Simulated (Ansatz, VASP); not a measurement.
**GdN in VASP and in Ansatz**

```
Gd N
1.0
     3.30447    0.00000    0.00000
    -1.65224    2.86176    0.00000
     0.00000    0.00000    3.22500
Gd N
1 1
Direct
  0.00000 0.00000 0.00000
  0.66667 0.33333 0.50000
```

Alike in both runs: task single point; functional LDA; k mesh 10 × 10 × 10; occupations gaussian, width 0.05 eV; collinear spin; Hubbard terms Gd f U = 6.0 eV.

```csv
,VASP,Ansatz
version,VASP 6.6.1,Ansatz 0.2.0
potentials or method,"VASP PAW PBE potentials, release 64 (Gd, N), cutoff 520 eV","scalar-relativistic, plane waves, PAW"
valence electrons in the cell,23,23
```

```tsv
	VASP	Ansatz	Ansatz less VASP
gap on the k mesh at the Fermi level (eV)	0.02	0.03	+0.010
least direct gap on the mesh (eV)	0.07	0.14	+0.071
pressure (GPa)	-6.5	-7.0	-0.48
traceless stress, the component that is largest in VASP (GPa)	-19.35	-19.47	-0.120
net moment per atom (μB)	3.50	3.50	0.000
size of the moment on the site where the two differ most (μB)	6.89	6.93	+0.040
```

VASP's potentials were made for PBE, not for LDA. LDA's correlation is that of Perdew and Zunger in VASP and of Perdew and Wang (1992) in Ansatz. Site moments also hang on the region over which each program counts them. The programs project onto different local orbitals, so the same U acts differently, and such runs can settle in different states.

Spin-orbit coupling is off throughout.
